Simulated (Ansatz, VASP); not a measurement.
**One calculation of W, two programs**

```
W
1.0
    -1.54738    1.59730    1.54738
     1.64722   -1.59730    1.64722
     1.54738    1.59730   -1.54738
W
1
Direct
  0.00000 0.00000 0.00000
```

Change from the starting cell: strain +0.0625 x Voigt [0, 0, 0, 0, 1, 0], atoms carried along.

Alike in both runs: task single point; functional PBEsol; k mesh 20 × 20 × 20; occupations gaussian, width 0.15 eV; no spin polarisation.

|  | VASP | Ansatz |
| --- | --- | --- |
| version | VASP 6.6.1 | Ansatz 0.2.0 |
| potentials or method | VASP PAW PBE potentials, release 64 (W_sv), cutoff 520 eV | scalar-relativistic, plane waves, PAW |
| valence electrons in the cell | 14 | 14 |

```csv
,VASP,Ansatz,Ansatz less VASP
gap on the k mesh at the Fermi level (eV),none,none,-
pressure (GPa),-10.0,-10.5,-0.47
"traceless stress, the component that is largest in VASP (GPa)",-8.62,-8.48,+0.142
```

VASP's potentials were made for PBE, not for PBEsol. A gap of «none» marks a metal or a gap that the smearing closes. The functional is the same, so the differences come from potentials, cutoffs and numerics.

Spin-orbit coupling is off throughout.
